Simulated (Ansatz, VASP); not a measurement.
**Two plane-wave programs on GaN**

Contents of INCAR:

```
SYSTEM = GaN
PREC     = Accurate       ! precision mode
ENCUT    = 520            ! plane-wave cutoff, eV
EDIFF    = 1E-7           ! SCF threshold, eV
ISMEAR   = 0              ! smearing method
SIGMA    = 0.01           ! smearing width, eV
LREAL    = .FALSE.        ! projectors in reciprocal space
LASPH    = .TRUE.         ! aspherical terms in the spheres
NELM     = 100            ! most SCF steps
ALGO     = Normal         ! electronic algorithm
ISIF     = 2              ! what is computed and relaxed
LWAVE    = .FALSE.        ! write WAVECAR
LCHARG   = .FALSE.        ! write CHGCAR
GGA      = PS             ! functional
NBANDS   = 26             ! bands
```

KPOINTS

```
Automatic mesh
0
G
  12 12 6
  0 0 0
```

The input POSCAR:

```
GaN
1.0
    3.1828215508      0.0000000000      0.0000000000
   -1.5914107754      2.7564043187      0.0000000000
    0.0000000000      0.0000000000      5.1856744261
Ga N
2 2
Direct
    0.3333333333      0.6666666667     -0.0615000000
    0.6666666667      0.3333333333      0.4385000000
    0.3333333333      0.6666666667      0.4385000000
    0.6666666667      0.3333333333      0.9385000000
```

Input for Ansatz:

```yaml
crystal:
  lattice:
    - [3.1828215508, 0.0, 0.0]
    - [-1.5914107754, 2.7564043187, 0.0]
    - [0.0, 0.0, 5.1856744261]
  atoms:
    - { symbol: Ga, position: [0.3333333333, 0.6666666667, -0.0615] }
    - { symbol: Ga, position: [0.6666666667, 0.3333333333, 0.4385] }
    - { symbol: "N", position: [0.3333333333, 0.6666666667, 0.4385] }
    - { symbol: "N", position: [0.6666666667, 0.3333333333, 0.9385] }
basis:
  ecutwfc: 420
  xc_grid: 2
kpoints:
  mp_grid: { grid: [12, 12, 6] }
hamiltonian:
  xc: pbesol
  pseudopotentials: { kind: paw, azcp: { folder: soft_1 } }
scf:
  occupations: { method: fixed }
output:
  forces: true
  stress: true
  eigenvalues: true
  polarization: {}
```

Change from the starting cell: polar distortion scaled by 0.00.

Alike in both runs: task single point; functional PBEsol; k mesh 12 × 12 × 6; no spin polarisation.

|  | VASP | Ansatz |
| --- | --- | --- |
| version | VASP 6.6.1 | Ansatz 0.2.0 |
| potentials or method | VASP PAW PBE potentials, release 64 (Ga_d, N), cutoff 520 eV | scalar-relativistic, plane waves, PAW |
| occupations | gaussian, width 0.01 eV | fixed |
| valence electrons in the cell | 36 | 36 |

|  | VASP | Ansatz | Ansatz less VASP |
| --- | --- | --- | --- |
| gap on the k mesh at the Fermi level (eV) | 1.91 | 1.90 | -0.011 |
| least direct gap on the mesh (eV) | 1.91 | 1.90 | -0.010 |
| pressure (GPa) | 9.7 | 10.1 | +0.43 |
| traceless stress, the component that is largest in VASP (GPa) | -11.32 | -11.86 | -0.542 |

VASP's potentials were made for PBE, not for PBEsol, and Ansatz warns of the same on its side.
